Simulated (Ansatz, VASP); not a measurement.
# GaSn2 in VASP and in Ansatz

```
CELL_PARAMETERS angstrom
-1.89303 1.89303 4.64384
1.89303 -1.89303 4.64384
1.89303 1.89303 -4.64384
ATOMIC_POSITIONS crystal
Ga 0.00000 0.00000 0.00000
Sn 0.66500 0.66500 0.00000
Sn 0.33500 0.33500 0.00000
```

Alike in both runs: task relaxation of cell and atoms; functional PBE; k mesh 6 × 6 × 6; occupations gaussian, width 0.1 eV; no spin polarisation.

|  | VASP | Ansatz |
| --- | --- | --- |
| version | VASP 6.6.1 | Ansatz 0.2.0 |
| potentials or method | VASP PAW PBE potentials, release 64 (Ga_d, Sn_d), cutoff 600 eV | scalar-relativistic, plane waves, PAW |
| valence electrons in the cell | 41 | 41 |

VASP gave:

- gap on the k mesh at the Fermi level, each at its own relaxed structure (eV): none
- relaxed volume (Å³/atom): 25.16
- relaxed cell length with the largest relative difference (Å): 5.639

**Question.** What did Ansatz give for the same quantities?

**Answer.** gap on the k mesh at the Fermi level, each at its own relaxed structure (eV): none; relaxed volume (Å³/atom): 25.10; relaxed cell length with the largest relative difference (Å): 5.638.

A gap of «none» marks a metal or a gap that the smearing closes.

The k mesh is coarse, so the values compare programs but aren't converged.
